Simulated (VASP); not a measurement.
Here is a VASP 6.6.1 calculation.

The input INCAR:

```
ALGO = Normal
EDIFF = 1E-6
ENCUT = 520
GGA = PE
ISIF = 2
ISMEAR = 0
LASPH = True
LCHARG = False
LREAL = False
LWAVE = False
NBANDS = 14
NELM = 60
PREC = Accurate
SIGMA = 0.1
```

Contents of KPOINTS:

```
k-points
0
Gamma
  8 8 8
```

POSCAR

```
AlH2
1.0
   -1.7808060687      1.7808060687      4.4762454260
    1.7808060687     -1.7808060687      4.4762454260
    1.7808060687      1.7808060687     -4.4762454260
Al H
2 4
Direct
    0.0000000000      0.0000000000      0.0000000000
    0.7500000000      0.2500000000      0.5000000000
    0.2066000000      0.2066000000      0.0000000000
    0.9566000000      0.4566000000      0.5000000000
    0.5434000000      0.0434000000      0.5000000000
    0.7934000000      0.7934000000      0.0000000000
```

Potentials or basis: VASP PAW PBE potentials, release 64 (Al, H).

The run is started by

```bash
$ cat potpaw_PBE.64/Al/POTCAR potpaw_PBE.64/H/POTCAR > POTCAR
$ mpirun -np 1 vasp_std > vasp.out
```

Problem. Estimate the pressure.

Solution. 7.0 GPa.

Problem. Predict the band gap on the k mesh.

Solution. Zero (bands 5 and 6 overlap by 2.71 eV).

Problem. Estimate the largest force.

Solution. 0.283 eV/Å.

Stress tensor (GPa, compression positive):
```
5.60 0.00 0.00
0.00 5.60 0.00
0.00 0.00 9.66
```

Caveat: the cell stands under pressure.
